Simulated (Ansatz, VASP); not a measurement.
HfC in VASP and in Ansatz

```xyz
4
Lattice="3.3429 0.0000 0.0000 -1.6714 2.8950 0.0000 0.0000 0.0000 5.2027" Properties=species:S:1:pos:R:3 pbc="T T T"
Hf    1.6714    0.9650    3.9020
Hf    0.0000    1.9300    1.3007
C     0.0000    0.0000    0.0000
C     0.0000    0.0000    2.6014
```

Alike in both runs: task single point; functional PBEsol; k mesh 9 × 9 × 5; no spin polarisation.

|  | VASP | Ansatz |
| --- | --- | --- |
| version | VASP 6.6.1 | Ansatz 0.2.0 |
| potentials or method | VASP PAW PBE potentials, release 64 (Hf_pv, C), cutoff 520 eV | plane waves, PAW |
| occupations | methfessel-paxton of order 1, width 0.1 eV | cold, width 0.1 eV |
| valence electrons in the cell | 28 | 60 |

Ansatz gave:

```
pressure (GPa)                                                : -7.4
traceless stress, the component that is largest in VASP (GPa) : 2.17
```

What did VASP give for the same quantities?

Pressure (GPa): -7.9; traceless stress, the component that is largest in VASP (GPa): 2.35.

VASP's potentials were made for PBE, not for PBEsol. VASP's potentials hold 28 valence electrons a cell and Ansatz's 60, so a difference there can come from the potentials and not from the codes.

Spin-orbit coupling is off throughout.
